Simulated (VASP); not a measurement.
A run of VASP 6.6.1:

The input POSCAR:

```
K
1.0
    4.2814702693      0.0000000000      0.0000000000
    0.0000000000      4.2814702693      0.0000000000
    0.0000000000      0.0000000000      4.2814702693
K
1
Direct
    0.0000000000      0.0000000000      0.0000000000
```

Contents of INCAR.step1:

```
PREC = Accurate
ENCUT = 520
ISMEAR = 1
SIGMA = 0.1
LREAL = F
LASPH = T
NELM = 80
NBANDS = 10
GGA = PE
ALGO = Normal
EDIFF = 1E-4
LWAVE = T
LCHARG = F
```

The input INCAR.step2:

```
PREC = Accurate
ENCUT = 520
EDIFF = 1E-6
ISMEAR = 1
SIGMA = 0.1
LREAL = F
LASPH = T
NELM = 80
ALGO = Normal
ISIF = 2
LWAVE = F
LCHARG = T
METAGGA = R2SCAN
LMIXTAU = T
LELF = T
LVHAR = T
NBANDS = 10
ISTART = 1
```

Contents of KPOINTS:

```
regular mesh
0
Gamma
  6 6 6
```

Potentials or basis: VASP PAW PBE potentials, release 64 (K_sv).

Run with:

```bash
$ cat potpaw_PBE.64/K_sv/POTCAR > POTCAR
$ cp INCAR.step1 INCAR
$ mpirun -np 1 vasp_std > vasp.out
$ cp INCAR.step2 INCAR
$ mpirun -np 1 vasp_std > vasp.out
```

Hardware: 1 thread of AMD EPYC 9R45 96-Core Processor (Zen 5) (shared host).

Question: How long does it take, and how much memory?

Answer: Run time: 51 s on 1 thread of AMD EPYC 9R45 96-Core Processor (Zen 5), with other jobs on the host, peak memory 0.15 GiB. Counts: k points 20.
